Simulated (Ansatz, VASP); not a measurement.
## ZnS in VASP and in Ansatz

```xyz
4
Lattice="3.8110 0.0381 0.0381 -1.8725 3.2814 0.0139 0.0623 0.0623 6.2340" Properties=species:S:1:pos:R:3 pbc="T T T"
Zn    0.0220    2.2003    0.0220
Zn    1.9477    1.1504    3.1471
S     0.0460    2.2243    2.4221
S     1.9717    1.1744    5.5471
```

Change from the starting cell: equal xy, yz and zx shear strains of +2 %.

Alike in both runs: task single point; functional PBE; k mesh 8 × 8 × 5; occupations fermi-dirac, width 0.03 eV; no spin polarisation.

|  | VASP | Ansatz |
| --- | --- | --- |
| version | VASP 6.6.1 | Ansatz 0.2.0 |
| potentials or method | VASP PAW PBE potentials, release 64 (Zn, S), cutoff 520 eV | all-electron LAPW, scalar-relativistic |

Ansatz gave:

* gap on the k mesh at the Fermi level (eV): 2.21
* pressure (GPa): 2.4
* traceless stress, the component that is largest in VASP (GPa): -1.37
* rms of the force components (eV/Å): 0.209

Question: What did VASP give for the same quantities?

Answer: gap on the k mesh at the Fermi level (eV): 2.21; pressure (GPa): 2.6; traceless stress, the component that is largest in VASP (GPa): -1.40; rms of the force components (eV/Å): 0.211.

Atom by atom the forces differ by 0.002 eV/Å (rms over components). Ansatz ran all-electron here, and VASP with PAW potentials.
